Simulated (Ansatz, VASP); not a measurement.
## One calculation of Sr, two programs

The input INCAR:

```
ALGO = Fast ; EDIFF = 1E-6
ENCUT = 520 ; GGA = PE
ISIF = 2 ; ISMEAR = 0
IVDW = 13 ; LASPH = True
LCHARG = False ; LREAL = False
LWAVE = False ; NBANDS = 17
NELM = 100 ; PREC = Accurate
SIGMA = 0.1
```

The input KPOINTS:

```
k-points
0
Gamma
  6 6 2
```

The input POSCAR:

```
Sr
1.0
    4.3100002207      0.0000000000      0.0000000000
   -2.1550001104      3.7325696814      0.0000000000
    0.0000000000      0.0000000000      7.0500000000
Sr
2
Direct
    0.3333333333      0.6666666667      0.2500000000
    0.6666666667      0.3333333333      0.7500000000
```

Input for Ansatz:

```yaml
crystal:
  lattice:
    - [4.3100002207, 0.0, 0.0]
    - [-2.1550001104, 3.7325696814, 0.0]
    - [0.0, 0.0, 7.05]
  atoms:
    - { symbol: Sr, position: [0.3333333333, 0.6666666667, 0.25] }
    - { symbol: Sr, position: [0.6666666667, 0.3333333333, 0.75] }
basis:
  ecutwfc: 420
kpoints:
  mp_grid: { grid: [6, 6, 2] }
hamiltonian:
  xc: pbe
  dispersion: d4
scf:
  occupations: { method: gaussian, width: 0.1 }
output:
  forces: true
  stress: true
  eigenvalues: true
```

Alike in both runs: task single point; functional PBE; dispersion D4; k mesh 6 × 6 × 2; occupations gaussian, width 0.1 eV; no spin polarisation.

|  | VASP | Ansatz |
| --- | --- | --- |
| version | VASP 6.6.1 | Ansatz 0.2.0 |
| potentials or method | VASP PAW PBE potentials, release 64 (Sr_sv), cutoff 520 eV | scalar-relativistic, plane waves, PAW |
| valence electrons in the cell | 20 | 20 |

|  | VASP | Ansatz | Ansatz less VASP |
| --- | --- | --- | --- |
| gap on the k mesh at the Fermi level (eV) | none | none | - |
| pressure (GPa) | -0.5 | -0.5 | 0.00 |
| traceless stress, the component that is largest in VASP (GPa) | 0.11 | 0.12 | +0.010 |

A gap of «none» marks a metal or a gap that the smearing closes.

The k mesh is coarse, so the values compare programs but aren't converged.
